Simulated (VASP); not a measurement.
The system is ZnSe2.

```
Zn Se
1.0
     5.78607    0.00000    0.00000
     0.00000    5.78607    0.00000
     0.00000    0.00000    3.86781
Zn Se
2 4
Direct
  0.50000 0.50000 0.50000
  0.00000 0.00000 0.00000
  0.69557 0.69557 0.00000
  0.80443 0.19557 0.50000
  0.30443 0.30443 0.00000
  0.19557 0.80443 0.50000
```

| Quantity | Value |
| --- | --- |
| Program | VASP 6.6.1 |
| Task | relaxation of cell and atoms |
| Functional | PBEsol |
| Potentials or basis | VASP PAW PBE potentials, release 64 (Zn, Se) |
| Cutoff | 600 eV |
| k mesh | 4 × 4 × 6 |
| Occupations | fermi-dirac, width 0.03 eV |
| Spin | no spin polarisation |

At the start: pressure 0.4 GPa; volume 21.58 Å³/atom.

**Question.** Where does the relaxation end?

**Answer.** Over 6 steps the energy falls by 6.5 meV/atom and the volume is 21.93 Å³/atom (+1.6 %); space group P4_2/mnm (No. 136, to 0.1 Å) before and after.

Step by step:
| step | energy change (eV) | largest force (eV/Å) | pressure (GPa) | volume (Å³) |
| --- | --- | --- | --- | --- |
| 1 | 0.0000 | 0.2737 | 0.40 | 129.49 |
| 2 | -0.0185 | 0.2026 | 0.00 | 130.50 |
| 3 | -0.0344 | 0.0820 | -0.60 | 132.44 |
| 4 | -0.0348 | 0.0620 | -0.70 | 132.80 |
| 5 | -0.0365 | 0.0548 | 0.57 | 130.72 |
| 6 | -0.0388 | 0.0024 | 0.01 | 131.61 |

Final structure:
```
Zn Se
1.0
     5.87762    0.00000    0.00000
     0.00000    5.87762    0.00000
     0.00000    0.00000    3.80961
Zn Se
2 4
Direct
  0.50000 0.50000 0.50000
  0.00000 0.00000 0.00000
  0.68948 0.68948 0.00000
  0.81052 0.18948 0.50000
  0.31052 0.31052 0.00000
  0.18948 0.81052 0.50000
```

Caveat: the PAW data sets were made with another functional, which shifts forces and pressure a little.
